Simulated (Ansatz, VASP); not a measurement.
**AlGa3N4 in VASP and in Ansatz**

File INCAR:

```
  PREC = Accurate
  ENCUT = 520
  EDIFF = 1E-6
  ISMEAR = 0
  SIGMA = 0.05
  LREAL = F
  LASPH = T
  NELM = 80
  ALGO = Normal
  ISIF = 2
  LWAVE = F
  LCHARG = F
  GGA = PS
  NBANDS = 41
```

KPOINTS

```
Automatic mesh
0
Gamma
  6 8 6
```

POSCAR

```
AlGa3N4
1.0
    5.2966217354      0.0000000000      0.0001196802
    0.0000000000      3.2599343446      0.0000000000
   -0.0036932605      0.0000000000      5.3963167256
Al Ga N
1 3 4
Direct
    0.0006034227      0.5000000000      0.6673576245
    0.4991167030      0.5000000000      0.3349195796
    0.4990273845      0.0000000000      0.8315570005
    0.9998617813      0.0000000000      0.1661805284
    0.1196687538      0.5000000000      0.3400974154
    0.1176459792      0.0000000000      0.8263760592
    0.6204436392      0.0000000000      0.1662162869
    0.6312323464      0.5000000000      0.6672965055
```

Input for Ansatz:

```yaml
crystal:
  lattice:
    - [5.2966217354, 0.0, 0.0001196802]
    - [0.0, 3.2599343446, 0.0]
    - [-0.0036932605, 0.0, 5.3963167256]
  atoms:
    - { symbol: Al, position: [0.0006034227, 0.5, 0.6673576245] }
    - { symbol: Ga, position: [0.499116703, 0.5, 0.3349195796] }
    - { symbol: Ga, position: [0.4990273845, 0.0, 0.8315570005] }
    - { symbol: Ga, position: [0.9998617813, 0.0, 0.1661805284] }
    - { symbol: "N", position: [0.1196687538, 0.5, 0.3400974154] }
    - { symbol: "N", position: [0.1176459792, 0.0, 0.8263760592] }
    - { symbol: "N", position: [0.6204436392, 0.0, 0.1662162869] }
    - { symbol: "N", position: [0.6312323464, 0.5, 0.6672965055] }
basis:
  ecutwfc: 420
kpoints:
  mp_grid: { grid: [6, 8, 6] }
hamiltonian:
  xc: pbesol
scf:
  occupations: { method: gaussian, width: 0.05 }
output:
  forces: true
  stress: true
  eigenvalues: true
```

Change from the starting cell: strain +0.030 along x and y, -0.015 along z, atoms carried along.

Alike in both runs: task single point; functional PBEsol; k mesh 6 × 8 × 6; occupations gaussian, width 0.05 eV; no spin polarisation.

|  | VASP | Ansatz |
| --- | --- | --- |
| version | VASP 6.6.1 | Ansatz 0.2.0 |
| potentials or method | VASP PAW PBE potentials, release 64 (Al, Ga_d, N), cutoff 520 eV | scalar-relativistic, plane waves, PAW |
| valence electrons in the cell | 62 | 62 |

```tsv
	VASP	Ansatz	Ansatz less VASP
gap on the k mesh at the Fermi level (eV)	1.93	1.92	-0.014
least direct gap on the mesh (eV)	1.93	1.92	-0.014
pressure (GPa)	-7.5	-7.3	+0.13
traceless stress, the component that is largest in VASP (GPa)	9.00	9.00	-0.008
rms of the force components (eV/Å)	0.231	0.233	+0.0021
```

VASP's potentials were made for PBE, not for PBEsol. Atom by atom the forces differ by 0.005 eV/Å (rms over components).
